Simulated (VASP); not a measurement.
# Sb (Pm-3m) in VASP: settings compared

Sb is run at these levels: PBE-based screened hybrid with 30 % exact exchange, PBE-based screened hybrid with 40 % exact exchange, PBE0; tasks: single point.

All numbers are computed with VASP 6.6.1; they aren't measurements. Logs are shortened: lines on timing, memory, paths and dates and some standing lists are left out, and cuts for length are marked.

## 1. The cell of the first run

It takes space group Pm-3m (No. 221, cubic). Conventional cell: a = 3.160 Å, b = 3.160 Å, c = 3.160 Å, α = 90.00°, β = 90.00°, γ = 90.00°. Sb (site symmetry m-3m) has 6 Sb at 3.16 Å within 4.2 Å.

This isn't the form of Sb at room conditions, which is rhombohedral.

## 2. Single point, PBE-based screened hybrid with 30 % exact exchange

Contents of POSCAR:

```
Sb
1.0
    3.1600000000      0.0000000000      0.0000000000
    0.0000000000      3.1600000000      0.0000000000
    0.0000000000      0.0000000000      3.1600000000
Sb
1
Direct
    0.0000000000      0.0000000000      0.0000000000
```

Contents of INCAR.step1:

```
SYSTEM = Sb
ALGO = Normal ; EDIFF = 1E-5
ENCUT = 400 ; GGA = PE
GGA_COMPAT = .FALSE. ; ISIF = 2
ISMEAR = -1 ; LASPH = .TRUE.
LCHARG = .FALSE. ; LREAL = .FALSE.
LWAVE = .TRUE. ; NBANDS = 14
NELM = 120 ; PREC = Accurate
SIGMA = 0.05
```

Contents of INCAR.step2:

```
SYSTEM = Sb
AEXX = 0.3 ; ALGO = Normal
EDIFF = 1E-6 ; ENCUT = 400
GGA = PE ; GGA_COMPAT = .FALSE.
HFSCREEN = 0.2 ; ISIF = 2
ISMEAR = -1 ; ISTART = 1
LASPH = .TRUE. ; LCHARG = .FALSE.
LHFCALC = .TRUE. ; LREAL = .FALSE.
LWAVE = .FALSE. ; NBANDS = 14
NELM = 120 ; PREC = Accurate
PRECFOCK = Normal ; SIGMA = 0.05
```

Contents of KPOINTS:

```
k-points
0
G
  4 4 4
  0 0 0
```

Potentials or basis: VASP PAW PBE potentials, release 64 (Sb_d_GW).

Started as:

```console
> cat potpaw_PBE.64/Sb_d_GW/POTCAR > POTCAR
> cp INCAR.step1 INCAR
> mpirun -np 1 vasp_std > vasp.out
> cp INCAR.step2 INCAR
> mpirun -np 1 vasp_std > vasp.out
```

OUTCAR:

```text
SYSTEM = Sb
   AEXX = 0.3
   EDIFF = 1E-6
   ENCUT = 400
   GGA = PE
   HFSCREEN = 0.2
   ISIF = 2
   ISMEAR = -1
   ISTART = 1
   LASPH = .TRUE.
   LHFCALC = .TRUE.
   LREAL = .FALSE.
   NELM = 120
   PREC = Accurate
   PRECFOCK = Normal

 ion  position               nearest neighbor table
   1  0.000  0.000  0.000-

  LATTYP: Found a simple cubic cell.
 ALAT       =     3.1600000000

  Lattice vectors:

 A1 = (   3.1600000000,   0.0000000000,   0.0000000000)
 A2 = (   0.0000000000,   3.1600000000,   0.0000000000)
 A3 = (   0.0000000000,   0.0000000000,   3.1600000000)

Analysis of symmetry for initial positions (statically):
=====================================================================
 Subroutine PRICEL returns:
 Original cell was already a primitive cell.

 Routine SETGRP: Setting up the symmetry group for a
 simple cubic supercell.

 Subroutine GETGRP returns: Found 48 space group operations
 (whereof 48 operations were pure point group operations)
 out of a pool of 48 trial point group operations.

The static configuration has the point symmetry O_h .

Analysis of symmetry for dynamics (positions and initial velocities):
=====================================================================
 Subroutine PRICEL returns:
 Original cell was already a primitive cell.

 Routine SETGRP: Setting up the symmetry group for a
 simple cubic supercell.

 Subroutine GETGRP returns: Found 48 space group operations
 (whereof 48 operations were pure point group operations)
 out of a pool of 48 trial point group operations.

The dynamic configuration has the point symmetry O_h .

 Subroutine INISYM returns: Found 48 space group operations
 (whereof 48 operations are pure point group operations),
 and found     1 'primitive' translations

----------------------------------------------------------------------------------------

                                     Primitive cell

  volume of cell :      31.5545

  direct lattice vectors                    reciprocal lattice vectors
     3.160000000  0.000000000  0.000000000     0.316455696  0.000000000  0.000000000
     0.000000000  3.160000000  0.000000000     0.000000000  0.316455696  0.000000000
     0.000000000  0.000000000  3.160000000     0.000000000  0.000000000  0.316455696

  length of vectors
     3.160000000  3.160000000  3.160000000     0.316455696  0.316455696  0.316455696

  position of ions in fractional coordinates (direct lattice)
     0.000000000  0.000000000  0.000000000

  ion indices of the primitive-cell ions
   primitive index   ion index
                 1           1

----------------------------------------------------------------------------------------

 KPOINTS: k-points

Automatic generation of k-mesh.
 Grid dimensions read from file:
 generate k-points for:    4    4    4

 Generating k-lattice:

  Cartesian coordinates                     Fractional coordinates (reciprocal lattice)
     0.079113924  0.000000000  0.000000000     0.250000000  0.000000000  0.000000000
     0.000000000  0.079113924  0.000000000     0.000000000  0.250000000  0.000000000
     0.000000000  0.000000000  0.079113924     0.000000000  0.000000000  0.250000000

  Length of vectors
     0.079113924  0.079113924  0.079113924

  Shift w.r.t. Gamma in fractional coordinates (k-lattice)
     0.000000000  0.000000000  0.000000000

 Subroutine IBZKPT returns following result:
 ===========================================

 Found     10 irreducible k-points:

 Following reciprocal coordinates:
            Coordinates               Weight
  0.000000  0.000000  0.000000      1.000000
  0.250000  0.000000  0.000000      6.000000
  0.500000  0.000000  0.000000      3.000000
  0.250000  0.250000  0.000000     12.000000
  0.500000  0.250000  0.000000     12.000000
  0.500000  0.500000  0.000000      3.000000
  0.250000  0.250000  0.250000      8.000000
  0.500000  0.250000  0.250000     12.000000
  0.500000  0.500000  0.250000      6.000000
  0.500000  0.500000  0.500000      1.000000
   k-points           NKPTS =     10   k-points in BZ     NKDIM =     64   number of bands    NBANDS=     14
   number of dos      NEDOS =    301   number of ions     NIONS =      1
   total plane-waves  NPLWV =  13824
   dimension x,y,z NGX =    24 NGY =   24 NGZ =   24
   dimension x,y,z NGXF=    48 NGYF=   48 NGZF=   48
   ions per type =               1
   NGX,Y,Z   is equivalent  to a cutoff of  12.63, 12.63, 12.63 a.u.
   NGXF,Y,Z  is equivalent  to a cutoff of  25.25, 25.25, 25.25 a.u.
 SYSTEM =  Sb
   PREC   = accura    normal or accurate (medium, high low for compatibility)
   ISTART =      1    job   : 0-new  1-cont  2-samecut
   ICHARG =      0    charge: 1-file 2-atom 10-const
   ISPIN  =      1    spin polarized calculation?
   LNONCOLLINEAR =      F non collinear calculations
   LSORBIT =      F    spin-orbit coupling
   LASPH  =      T    aspherical Exc in radial PAW
   ENCUT  =  400.0 eV  29.40 Ry    5.42 a.u.   5.15  5.15  5.15*2*pi/ulx,y,z
   NELM   =    120;   NELMIN=  2; NELMDL=  0     # of ELM steps
   EDIFF  = 0.1E-05   stopping-criterion for ELM
   LREAL  =      F    real-space projection
   EDIFFG = 0.1E-04   stopping-criterion for IOM
   NSW    =      0    number of steps for IOM
   IBRION =     -1    ionic relax: 0-MD 1-quasi-New 2-CG
   NFREE  =      0    steps in history (QN), initial steepest desc. (CG)
   ISIF   =      2    stress and relaxation
   ISYM   =      3    0-nonsym 1-usesym 2-fastsym
   POTIM  = 0.5000    time-step for ionic-motion
   TEBEG  =    0.0;   TEEND  =   0.0 temperature during run
   PSTRESS=    0.0 pullay stress
   NELECT =      15.0000    total number of electrons
   NUPDOWN=      -1.0000    fix difference up-down
   EMIN   =  10.00;   EMAX   =-10.00  energy-range for DOS
   EFERMI =   0.00;   METHOD = LEGACY
   ISMEAR =    -1;   SIGMA  =   0.05  broadening in eV -4-tet -1-fermi 0-gaus
   EFERMI_NEDOS =   21; number of points for ismear=-14 and -15
   IALGO  =     38    algorithm
   IMIX   =      1    mixing-type and parameters
     AMIX     =   0.40;   BMIX     =  1.00
     AMIX_MAG =   1.60;   BMIX_MAG =  1.00
  volume/ion in A,a.u.               =      31.55       212.94
  Fermi-wavevector in a.u.,A,eV,Ry     =   1.277668  2.414443 22.210649  1.632437
  Thomas-Fermi vector in A             =   2.410255
   LORBIT       =      0    0 simple, 1 ext, 2 COOP (PROOUT), +10 PAW based schemes
   GGA     = PE    functional components
   LHFCALC =     T    Hartree Fock is set to
   PRECFOCK=normal    Normal, Fast or Accurate (Low or Medium for compatibility)
   ENCUT4O =  -1.0   cutoff for four orbital integrals eV
   NKREDX  =     1    reduce k-point grid by
   NKREDY  =     1    reduce k-point grid by
   NKREDZ  =     1    reduce k-point grid by
   AEXX    =    0.3000 exact exchange contribution
   HFSCREEN=    0.2000 screening length (either q_TF or 0.3 A-1)
   HFSCREENC=   0.2000 screening length for correlation (either q_TF or 0.3 A-1)
   ENCUTFOCK=  -1.0 apply spherical cutoff to Coloumb kernel
   IVDW    =     0    specifies the selected vdW correction
   LEPSILON=     F    determine dielectric tensor
   LRPA    =     F    only Hartree local field effects (RPA)
 non-spin polarized calculation
  energy-cutoff  :      400.00
  volume of cell :       31.55
 maximum number of plane-waves:       587
 NGX is ok and might be reduce to    24
  NGX = 16; NGY = 16; NGZ = 16

 number of electron      14.9999992 magnetization

 Free energy of the ion-electron system (eV)
  ---------------------------------------------------
  ext. energy  EPLUGINS =         0.00000000
  ---------------------------------------------------
  free energy    TOTEN  =        -4.55637486 eV

  energy without entropy =       -4.54723527  energy(sigma->0) =       -4.55180507

 E-fermi :   4.6401     XC(G=0):  -7.7883

 val. band max:        3.8223787585   @ k =   0.2500   0.2500   0.2500
 cond. band min:       4.7244381452   @ k =   0.5000   0.2500   0.0000
 fundamental gap:      0.9020593867
 Fermi energy:         4.6400887537

 k-point     1 :       0.0000    0.0000    0.0000
  band No.  band energies     occupation
      1     -27.8407      2.00000
      2     -27.8407      2.00000
      3     -27.6752      2.00000
      4     -27.6752      2.00000
      5     -27.6752      2.00000
      6      -9.2522      2.00000
      7       8.0591      0.00000
      8       8.0591      0.00000
      9       8.0591      0.00000
     10      12.0518      0.00000
     11      12.0518      0.00000
     12      13.1010      0.00000
     13      24.2707      0.00000
     14      24.2707      0.00000

 k-point     2 :       0.2500    0.0000    0.0000
  band No.  band energies     occupation
      1     -27.8370      2.00000
      2     -27.7709      2.00000
      3     -27.6958      2.00000
      4     -27.6958      2.00000
      5     -27.6729      2.00000
      6      -8.3082      2.00000
      7       2.2400      2.00000
      8       8.9399      0.00000
      9       8.9399      0.00000
     10      12.8666      0.00000
     11      13.5870      0.00000
     12      19.1302      0.00000
     13      20.0728      0.00000
     14      20.1069      0.00000

 k-point     3 :       0.5000    0.0000    0.0000
  band No.  band energies     occupation
      1     -27.8339      2.00000
      2     -27.7172      2.00000
      3     -27.7172      2.00000
      4     -27.7015      2.00000
      5     -27.6711      2.00000
      6      -6.6731      2.00000
      7      -1.6853      2.00000
      8      10.1932      0.00000
      9      10.1932      0.00000
     10      14.5307      0.00000
     11      15.7253      0.00000
     12      16.7224      0.00000
     13      16.7999      0.00000
     14      17.2279      0.00000

 k-point     4 :       0.2500    0.2500    0.0000
  band No.  band energies     occupation
      1     -27.8018      2.00000
      2     -27.7332      2.00000
      3     -27.7190      2.00000
      4     -27.6938      2.00000
      5     -27.6935      2.00000
      6      -7.3553      2.00000
      7       2.9242      2.00000
      8       3.4825      2.00000
      9       9.8224      0.00000
     10      13.2755      0.00000
     11      14.3776      0.00000
     12      20.0427      0.00000
     13      20.3286      0.00000
     14      20.5624      0.00000

 k-point     5 :       0.5000    0.2500    0.0000
  band No.  band energies     occupation
      1     -27.7904      2.00000
      2     -27.7421      2.00000
      3     -27.7147      2.00000
      4     -27.6915      2.00000
      5     -27.6714      2.00000
      6      -5.6838      2.00000
      7      -0.7716      2.00000
      8       4.7244      0.31234
      9      10.3040      0.00000
     10      11.0688      0.00000
     11      16.2950      0.00000
     12      17.1393      0.00000
     13      18.0157      0.00000
     14      21.9975      0.00000

 k-point     6 :       0.5000    0.5000    0.0000
  band No.  band energies     occupation
      1     -27.7668      2.00000
      2     -27.7651      2.00000
      3     -27.7122      2.00000
      4     -27.7122      2.00000
      5     -27.6223      2.00000
      6      -3.8359      2.00000
      7       0.5776      2.00000
      8       0.5776      2.00000
      9       7.1831      0.00000
     10      12.2727      0.00000
     11      18.4932      0.00000
     12      18.4932      0.00000
     13      18.9131      0.00000
     14      19.7671      0.00000

 k-point     7 :       0.2500    0.2500    0.2500
  band No.  band energies     occupation
      1     -27.7313      2.00000
      2     -27.7313      2.00000
      3     -27.7175      2.00000
      4     -27.7161      2.00000
      5     -27.7161      2.00000
      6      -6.3947      2.00000
      7       3.8224      2.00000
      8       3.8224      2.00000
      9       4.8470      0.03140
     10      13.8024      0.00000
     11      14.7397      0.00000
     12      14.7397      0.00000
     13      20.8325      0.00000
     14      20.8325      0.00000

 k-point     8 :       0.5000    0.2500    0.2500
  band No.  band energies     occupation
      1     -27.7395      2.00000
      2     -27.7390      2.00000
      3     -27.7288      2.00000
      4     -27.7141      2.00000
      5     -27.6594      2.00000
      6      -4.6885      2.00000
      7       0.1256      2.00000
      8       5.1669      0.00005
      9       6.1802      0.00000
     10      10.7240      0.00000
     11      11.7261      0.00000
     12      16.0297      0.00000
     13      19.2147      0.00000
     14      22.2214      0.00000

 k-point     9 :       0.5000    0.5000    0.2500
  band No.  band energies     occupation
      1     -27.7635      2.00000
      2     -27.7363      2.00000
      3     -27.7363      2.00000
      4     -27.6924      2.00000
      5     -27.6202      2.00000
      6      -2.8073      2.00000
      7       1.4354      2.00000
      8       1.4354      2.00000
      9       7.1022      0.00000
     10       8.0809      0.00000
     11      12.9378      0.00000
     12      12.9378      0.00000
     13      15.8398      0.00000
     14      25.1216      0.00000

 k-point    10 :       0.5000    0.5000    0.5000
  band No.  band energies     occupation
      1     -27.7603      2.00000
      2     -27.7603      2.00000
      3     -27.7603      2.00000
      4     -27.6179      2.00000
      5     -27.6179      2.00000
      6      -0.6792      2.00000
      7       2.6461      2.00000
      8       2.6461      2.00000
      9       2.6461      2.00000
     10       9.9546      0.00000
     11       9.9546      0.00000
     12       9.9546      0.00000
     13      12.1794      0.00000
     14      29.9587      0.00000

------------------------ aborting loop because EDIFF is reached ----------------------------------------

  FORCE on cell =-STRESS in cart. coord.  units (eV):
  Direction    XX          YY          ZZ          XY          YZ          ZX
  --------------------------------------------------------------------------------------
  -------------------------------------------------------------------------------------
  Total       -1.2480110     -1.2480110     -1.2480110      0.0000000      0.0000000      0.0000000
  in kB      -63.3676695    -63.3676695    -63.3676695      0.0000000      0.0000000      0.0000000
  external PRESSURE =     -63.3676695 kB  Pullay stress =       0.0000000 kB

 VOLUME and BASIS-vectors are now :
 -----------------------------------------------------------------------------
  energy-cutoff  :      400.00
  volume of cell :       31.55
      direct lattice vectors                 reciprocal lattice vectors
     3.160000000  0.000000000  0.000000000     0.316455696  0.000000000  0.000000000
     0.000000000  3.160000000  0.000000000     0.000000000  0.316455696  0.000000000
     0.000000000  0.000000000  3.160000000     0.000000000  0.000000000  0.316455696

 POSITION                                       TOTAL-FORCE (eV/Angst)
 -----------------------------------------------------------------------------------
      0.00000      0.00000      0.00000         0.000000      0.000000      0.000000
 -----------------------------------------------------------------------------------
    total drift:                               -0.000001      0.000001      0.000001

  FREE ENERGIE OF THE ION-ELECTRON SYSTEM (eV)
  ---------------------------------------------------
  free  energy   TOTEN  =        -4.5563748596 eV

  energy  without entropy=       -4.5472352710  energy(sigma->0) =       -4.55180507
```

Wall time 56 s (1 thread of Intel Xeon 6975P-C (Granite Rapids), shared host); peak memory 0.24 GiB.

What came out:

```
Free energy            : -4.5564 eV
Pressure               : -6.3 GPa
Band gap on the k mesh : zero (an odd number of electrons rules out a gap without spin polarisation)
```

Levels at points of the mesh, in eV from the Fermi level:
```csv
k point,band 3,band 4,band 5,band 6,band 7,band 8,band 9,band 10,band 11,band 12
"(0.00, 0.00, 0.00)",-32.32,-32.32,-32.32,-13.89,3.42,3.42,3.42,7.41,7.41,8.46
"(0.50, 0.00, 0.00)",-32.36,-32.34,-32.31,-11.31,-6.33,5.55,5.55,9.89,11.09,12.08
"(0.50, 0.50, 0.00)",-32.35,-32.35,-32.26,-8.48,-4.06,-4.06,2.54,7.63,13.85,13.85
"(0.50, 0.50, 0.50)",-32.40,-32.26,-32.26,-5.32,-1.99,-1.99,-1.99,5.31,5.31,5.31
```

Caveat: the k points lie up to 0.50 Å⁻¹ apart, too coarse for converged energies and pressures of a metal; the PAW data sets were made with another functional, which shifts forces and pressure a little; spin-orbit coupling is left out, which moves the levels of the heavy elements.

(Continued in part 2 of 2.)

The gap in the log of VASP goes by the Fermi energy; the results here count the filled bands.